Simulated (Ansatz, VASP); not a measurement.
## CuI: VASP beside Ansatz

```
CELL_PARAMETERS angstrom
3.66139 0.00000 0.00000
0.00000 3.66139 0.00000
0.00000 0.00000 3.66139
ATOMIC_POSITIONS crystal
Cu 0.00000 0.00000 0.00000
I 0.50000 0.50000 0.50000
```

Alike in both runs: task single point; functional PBE-based global hybrid; k mesh 4 × 4 × 4; occupations fermi-dirac, width 0.02 eV; no spin polarisation.

```csv
,VASP,Ansatz
version,VASP 6.6.1,Ansatz 0.2.0
potentials or method,"VASP PAW PBE potentials, release 64 (Cu, I)",plane waves
plane-wave cutoff (eV),520,420
valence electrons in the cell,18,36
```

```csv
,VASP,Ansatz,Ansatz less VASP
gap on the k mesh at the Fermi level (eV),3.02,2.95,-0.069
pressure (GPa),1.8,2.4,+0.68
```

VASP's potentials were made for PBE, not for PBE-based global hybrid. The functional is the same, so the differences come from potentials, cutoffs and numerics. VASP's potentials hold 18 valence electrons a cell and Ansatz's 36, so a difference there can come from the potentials and not from the codes. Ansatz's warnings: stress exchange threshold loose, stress scf threshold loose.

The k mesh is coarse, so the values compare programs but aren't converged. Spin-orbit coupling is off throughout.
